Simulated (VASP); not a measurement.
Here is a VASP 6.6.1 calculation.

INCAR

```
SYSTEM = Zn
ALGO = Normal
EDIFF = 1E-7
EDIFFG = -0.03
ENCUT = 500
GGA = PE
GGA_COMPAT = .FALSE.
IBRION = 2
ISIF = 3
ISMEAR = 1
LASPH = .TRUE.
LCHARG = .FALSE.
LREAL = .FALSE.
LWAVE = .FALSE.
NELM = 120
NELMIN = 4
NSW = 80
PREC = Accurate
PSTRESS = 200.0
SIGMA = 0.1
```

Contents of KPOINTS:

```
k-points
0
G
  13 13 13
  0 0 0
```

Contents of POSCAR:

```
Zn
1.0
    0.0000000000      2.7100000000      2.7100000000
    2.7100000000      0.0000000000      2.7100000000
    2.7100000000      2.7100000000      0.0000000000
Zn
2
Direct
    1.0000000000      1.0000000000      1.0000000000
    0.2500000000      0.2500000000      0.2500000000
```

Potentials or basis: VASP PAW PBE potentials, release 64 (Zn).

Run with:

```bash
$ cat potpaw_PBE.64/Zn/POTCAR > POTCAR
$ mpirun -np 1 vasp_std > vasp.out
```

(1) What does it give for the relaxed cell?

(2) Predict the relaxed volume.

(3) Estimate the band gap on the k mesh.

Results:

(1) a = 3.700 Å, b = 3.700 Å, c = 3.700 Å, α = 60.00°, β = 60.00°, γ = 60.00°.

(2) 17.91 Å³/atom.

(3) zero (bands 12 and 13 overlap by 8.08 eV).

Caveat: the cell is relaxed towards a set pressure, so the run minimises the enthalpy, not the energy.
